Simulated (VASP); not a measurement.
Write the native input for VASP 6.6.1 that does the following.

```
Task                   : single point
Functional             : PBE
Potentials or basis    : VASP PAW PBE potentials, release 64 (Pb_d, S)
Cutoff                 : 520 eV
k mesh                 : 8 × 8 × 8
Occupations            : fermi-dirac, width 0.01 eV
Spin                   : no spin polarisation
Dipole correction      : no
Further INCAR settings : ALGO = Normal; EDIFF = 1e-06; NBANDS = 17
```

The structure of PbS lies in POSCAR:

```
PbS
1.0
    0.0000000000      2.9650000000      2.9946500000
    2.9650000000      0.0000000000      2.9946500000
    2.9650000000      2.9650000000      0.0000000000
Pb S
1 1
Direct
    0.0000000000      0.0000000000      0.0000000000
    0.5000000000      0.5000000000      0.5000000000
```

This cell differs from its parent crystal: zz strain of +1 %.

One way to write it, as run:

INCAR

```
PREC = Accurate
ENCUT = 520
EDIFF = 1E-6
ISMEAR = -1
SIGMA = 0.01
LREAL = F
LASPH = T
NELM = 60
ALGO = Normal
ISIF = 2
LWAVE = F
LCHARG = F
GGA = PE
NBANDS = 17
```

KPOINTS

```
Automatic mesh
0
Gamma
  8 8 8
```

Potentials or basis: VASP PAW PBE potentials, release 64 (Pb_d, S).

Command:

```sh
$ cat potpaw_PBE.64/Pb_d/POTCAR potpaw_PBE.64/S/POTCAR > POTCAR
$ mpirun -np 1 vasp_std > vasp.out
```

Results of the run:

The pressure is 1.6 GPa. The band gap on the k mesh is 0.40 eV, direct.

Caveat: the cell differs from its parent crystal (zz strain of +1 %); spin-orbit coupling is left out, which moves the levels of the heavy elements.

Wall time 36 s on 1 thread of AMD EPYC 7R43 64-Core Processor (Zen 3) (shared host), peak memory 0.17 GiB.
